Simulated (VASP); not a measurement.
# SrTiO3 (I4/mcm) in VASP: relaxation of shape and atoms at fixed volume with PBEsol

Aim: the relaxation of shape and atoms at fixed volume of SrTiO3 with PBEsol.

All numbers are computed with VASP 6.6.1; they aren't measurements. Logs are shortened: lines on timing, memory, paths and dates and some standing lists are left out, and cuts for length are marked.

**1. The cell of the first run**

It takes space group I4/mcm (No. 140, tetragonal). Conventional cell: a = 5.670 Å, b = 5.670 Å, c = 8.044 Å, α = 90.00°, β = 90.00°, γ = 90.00°. Within 3.6 Å of Sr (site symmetry -42m) lie 12 O at 2.74 to 2.94 Å and 8 Ti at 3.48 Å. Ti (site symmetry 4/m) has 6 O at 2.01 Å within 2.7 Å. O (site symmetry 422) has 2 Ti at 2.01 Å within 2.7 Å. O (site symmetry m2m) has 2 Ti at 2.01 Å and 4 Sr at 2.74 to 2.94 Å and 8 O at 2.84 Å within 3.0 Å.

**2. Relaxation of shape and atoms at fixed volume, PBEsol (12.93 Å³/atom)**

Input file INCAR:

```
  ALGO = Normal
  EDIFF = 1E-6
  EDIFFG = -0.01
  ENCUT = 600
  GGA = PS
  IBRION = 2
  ISIF = 4
  ISMEAR = 0
  LASPH = T
  LCHARG = F
  LREAL = F
  LWAVE = F
  NELM = 100
  NSW = 50
  PREC = Accurate
  SIGMA = 0.02
```

Input file KPOINTS:

```
k-points
0
Gamma
  8 8 8
```

Input file POSCAR:

```
SrTiO3
1.0
   -2.8349994005      2.8349994005      4.0221242371
    2.8349994005     -2.8349994005      4.0221242371
    2.8349994005      2.8349994005     -4.0221242371
Sr Ti O
2 2 6
Direct
    0.7500000000      0.2500000000      0.5000000000
    0.2500000000      0.7500000000      0.5000000000
    0.0000000000      0.0000000000      0.0000000000
    0.5000000000      0.5000000000      0.0000000000
    0.2500000000      0.2500000000      0.0000000000
    0.7500000000      0.7500000000      0.0000000000
    0.7329464187      0.2329464187      0.9658928375
    0.2329464187      0.2670535813      0.5000000000
    0.2670535813      0.7670535813      0.0341071625
    0.7670535813      0.7329464187      0.5000000000
```

Potentials or basis: VASP PAW PBE potentials, release 64 (Sr_sv, Ti_sv, O).

Command:

```console
cat potpaw_PBE.64/Sr_sv/POTCAR potpaw_PBE.64/Ti_sv/POTCAR potpaw_PBE.64/O/POTCAR > POTCAR
mpirun -np 1 vasp_std > vasp.out
```

OUTCAR:

```text
EDIFF = 1E-6
   EDIFFG = -0.01
   ENCUT = 600
   GGA = PS
   IBRION = 2
   ISIF = 4
   ISMEAR = 0
   LASPH = T
   LREAL = F
   NELM = 100
   NSW = 50
   PREC = Accurate

 ion  position               nearest neighbor table
   1  0.750  0.250  0.500-   9 2.74   8 2.74  10 2.74   7 2.74   5 2.83   6 2.83   6 2.83   5 2.83
                             7 2.94   9 2.94   8 2.94  10 2.94   4 3.48   3 3.48   4 3.48   4 3.48
   2  0.250  0.750  0.500-   7 2.74   8 2.74  10 2.74   9 2.74   5 2.83   6 2.83   5 2.83   6 2.83
                             9 2.94   7 2.94  10 2.94   8 2.94   4 3.48   3 3.48   4 3.48   3 3.48
   3  0.000  0.000  0.000-   7 2.01   9 2.01   8 2.01  10 2.01   5 2.01   6 2.01   1 3.48   2 3.48
                             1 3.48   1 3.48   2 3.48   2 3.48   1 3.48   2 3.48
   4  0.500  0.500  0.000-   7 2.01   9 2.01  10 2.01   8 2.01   5 2.01   6 2.01   1 3.48   2 3.48
                             2 3.48   1 3.48   2 3.48   1 3.48   2 3.48   1 3.48
   5  0.250  0.250  0.000-   3 2.01   4 2.01   1 2.83   2 2.83   2 2.83   1 2.83
   6  0.750  0.750  0.000-   3 2.01   4 2.01   1 2.83   2 2.83   1 2.83   2 2.83
   7  0.733  0.233  0.966-   3 2.01   4 2.01   2 2.74   1 2.74   1 2.94   2 2.94
   8  0.233  0.267  0.500-   4 2.01   3 2.01   1 2.74   2 2.74   1 2.94   2 2.94
   9  0.267  0.767  0.034-   3 2.01   4 2.01   1 2.74   2 2.74   2 2.94   1 2.94
  10  0.767  0.733  0.500-   3 2.01   4 2.01   1 2.74   2 2.74   1 2.94   2 2.94

  LATTYP: Found a body centered tetragonal cell.
 ALAT       =     5.6699988010
 C/A-ratio  =     1.4187390080

  Lattice vectors:

 A1 = (  -2.8349994005,   2.8349994005,   4.0221242371)
 A2 = (   2.8349994005,  -2.8349994005,   4.0221242371)
 A3 = (   2.8349994005,   2.8349994005,  -4.0221242371)

Analysis of symmetry for initial positions (statically):
=====================================================================
 Subroutine PRICEL returns:
 Original cell was already a primitive cell.

 Routine SETGRP: Setting up the symmetry group for a
 body centered tetragonal supercell.

 Subroutine GETGRP returns: Found 16 space group operations
 (whereof  8 operations were pure point group operations)
 out of a pool of 16 trial point group operations.

The static configuration has the point symmetry C_4h.
 The point group associated with its full space group is D_4h.

Analysis of symmetry for dynamics (positions and initial velocities):
=====================================================================
 Subroutine PRICEL returns:
 Original cell was already a primitive cell.

 Routine SETGRP: Setting up the symmetry group for a
 body centered tetragonal supercell.

 Subroutine GETGRP returns: Found 16 space group operations
[... 133 lines left out ...]
   EMIN   =  10.00;   EMAX   =-10.00  energy-range for DOS
   EFERMI =   0.00;   METHOD = LEGACY
   ISMEAR =     0;   SIGMA  =   0.02  broadening in eV -4-tet -1-fermi 0-gaus
   EFERMI_NEDOS =   21; number of points for ismear=-14 and -15
   IALGO  =     38    algorithm
   IMIX   =      4    mixing-type and parameters
     AMIX     =   0.40;   BMIX     =  1.00
     AMIX_MAG =   1.60;   BMIX_MAG =  1.00
  volume/ion in A,a.u.               =      12.93        87.26
  Fermi-wavevector in a.u.,A,eV,Ry     =   1.394968  2.636108 26.476076  1.945937
  Thomas-Fermi vector in A             =   2.518466
   LORBIT       =      0    0 simple, 1 ext, 2 COOP (PROOUT), +10 PAW based schemes
   GGA     = PS    functional components
   LHFCALC =     F    Hartree Fock is set to
   AEXX    =    0.0000 exact exchange contribution
   IVDW    =     0    specifies the selected vdW correction
   LEPSILON=     F    determine dielectric tensor
   LRPA    =     F    only Hartree local field effects (RPA)
 conjugate gradient relaxation of ions
 non-spin polarized calculation
 Gauss-broadening in eV      SIGMA  =   0.02
  energy-cutoff  :      600.00
  volume of cell :      129.31
 maximum number of plane-waves:      4348
 NGX is ok and might be reduce to    48
   NGX = 23   NGY = 23   NGZ = 23

--------------------------------------- Ionic step        1  -------------------------------------------

 number of electron      80.0000004 magnetization

 Free energy of the ion-electron system (eV)
  ---------------------------------------------------
  ext. energy  EPLUGINS =         0.00000000
  ---------------------------------------------------
  free energy    TOTEN  =       -83.54768210 eV

  energy without entropy =      -83.54768210  energy(sigma->0) =      -83.54768210

------------------------ aborting loop because EDIFF is reached ----------------------------------------

  FORCE on cell =-STRESS in cart. coord.  units (eV):
  Direction    XX          YY          ZZ          XY          YZ          ZX
  --------------------------------------------------------------------------------------
  -------------------------------------------------------------------------------------
  Total      -11.2127153    -11.2127153    -11.3430813      0.0000000      0.0000000      0.0000000
  in kB     -138.9312561   -138.9312561   -140.5465578      0.0000000      0.0000000      0.0000000
  external PRESSURE =    -139.4696900 kB  Pullay stress =       0.0000000 kB
[... 251 lines left out ...]
--------------------------------------- Ionic step        7  -------------------------------------------

 number of electron      80.0000000 magnetization

 Free energy of the ion-electron system (eV)
  ---------------------------------------------------
  ext. energy  EPLUGINS =         0.00000000
  ---------------------------------------------------
  free energy    TOTEN  =       -83.54954463 eV

  energy without entropy =      -83.54954463  energy(sigma->0) =      -83.54954463

 E-fermi :   3.5860     XC(G=0): -11.1070

 val. band max:        3.3405246525   @ k =   0.0000   0.0000   0.0000
 cond. band min:       5.0250656272   @ k =   0.0000   0.0000   0.0000
 fundamental gap:      1.6845409747
 Fermi energy:         3.5859799716

 k-point     1 :       0.0000    0.0000    0.0000
  band No.  band energies     occupation
      1     -53.1770      2.00000
      2     -53.1741      2.00000
      3     -29.5320      2.00000
      4     -29.5309      2.00000
      5     -29.5309      2.00000
      6     -29.5039      2.00000
[... 1213 lines left out ...]
     47       8.2337      0.00000
     48       8.2337      0.00000

 [... further k-points ...]

------------------------ aborting loop because EDIFF is reached ----------------------------------------

  FORCE on cell =-STRESS in cart. coord.  units (eV):
  Direction    XX          YY          ZZ          XY          YZ          ZX
  --------------------------------------------------------------------------------------
  -------------------------------------------------------------------------------------
  Total      -11.1257492    -11.1257492    -11.1714764      0.0000000     -0.0000000      0.0000000
  in kB     -137.8537017   -137.8537017   -138.4202848      0.0000000     -0.0000000      0.0000000
  external PRESSURE =    -138.0425627 kB  Pullay stress =       0.0000000 kB
[... 25 lines left out ...]
  FREE ENERGIE OF THE ION-ELECTRON SYSTEM (eV)
  ---------------------------------------------------
  free  energy   TOTEN  =       -83.5495446289 eV

  energy  without entropy=      -83.5495446289  energy(sigma->0) =      -83.54954463

 reached required accuracy - stopping structural energy minimisation
```

OSZICAR:

```text
N       E                     dE             d eps       ncg     rms          rms(c)
DAV:   1     0.104655055217E+04    0.10466E+04   -0.43826E+04  5664   0.199E+03
DAV:   2     0.650983931396E+02   -0.98145E+03   -0.93846E+03  6200   0.550E+02
DAV:   3    -0.952211520444E+02   -0.16032E+03   -0.15524E+03  7448   0.200E+02
[... 55 lines left out ...]
DAV:   3    -0.835497726280E+02    0.59024E-04   -0.33607E-03  8192   0.219E-01    0.113E-01
DAV:   4    -0.835495465023E+02    0.22613E-03   -0.70550E-04  7104   0.182E-01    0.462E-02
DAV:   5    -0.835495467717E+02   -0.26936E-06   -0.28992E-04  7368   0.101E-01    0.237E-02
DAV:   6    -0.835495440446E+02    0.27271E-05   -0.41574E-05  6536   0.351E-02    0.108E-02
DAV:   7    -0.835495446289E+02   -0.58428E-06   -0.70774E-06  6016   0.169E-02
   7 F= -.83549545E+02 E0= -.83549545E+02  d E =-.156559E-02
```

Run time: 57 min. Hardware: 1 thread of Oxide Virtual Turin-like, shared host; peak memory 0.57 GiB.

Results:

```yaml
Free_energy: -83.5495 eV
Energy_gained_by_relaxing: 0.2 meV/atom
Ionic_steps: 7
Pressure_after_relaxing: -13.8 GPa
Largest_force_after_relaxing: 0.008 eV/Å
Band_gap_on_the_k_mesh: 1.68 eV
```

Forces in eV/Å, atoms in the order of the input:
```
Sr   0.000  0.000  0.000
Sr   0.000  0.000  0.000
Ti   0.000  0.000  0.000
Ti   0.000  0.000  0.000
O    0.000  0.000  0.000
O    0.000  0.000  0.000
O    0.006  0.006  0.000
O   -0.006  0.006  0.000
O   -0.006 -0.006  0.000
O    0.006 -0.006  0.000
```

Step by step:
```csv
step,energy change (eV),largest force (eV/Å),pressure (GPa),volume (Å³)
1,0.0000,0.0208,-13.95,129.31
2,-0.0001,0.0209,-13.85,129.31
3,-0.0003,0.0207,-13.84,129.31
4,-0.0004,0.0197,-13.84,129.31
5,-0.0007,0.0188,-13.83,129.31
6,-0.0012,0.0163,-13.82,129.31
7,-0.0019,0.0079,-13.80,129.31
```

Final structure:
```
Sr Ti O
1.0
    -2.83651    2.83651    4.01784
     2.83651   -2.83651    4.01784
     2.83651    2.83651   -4.01784
Sr Ti O
2 2 6
Direct
  0.75000 0.25000 0.50000
  0.25000 0.75000 0.50000
  0.00000 0.00000 0.00000
  0.50000 0.50000 0.00000
  0.25000 0.25000 0.00000
  0.75000 0.75000 0.00000
  0.73679 0.23679 0.97358
  0.23679 0.26321 0.50000
  0.26321 0.76321 0.02642
  0.76321 0.73679 0.50000
```

Caveat: the PAW data sets were made with another functional, which shifts forces and pressure a little.
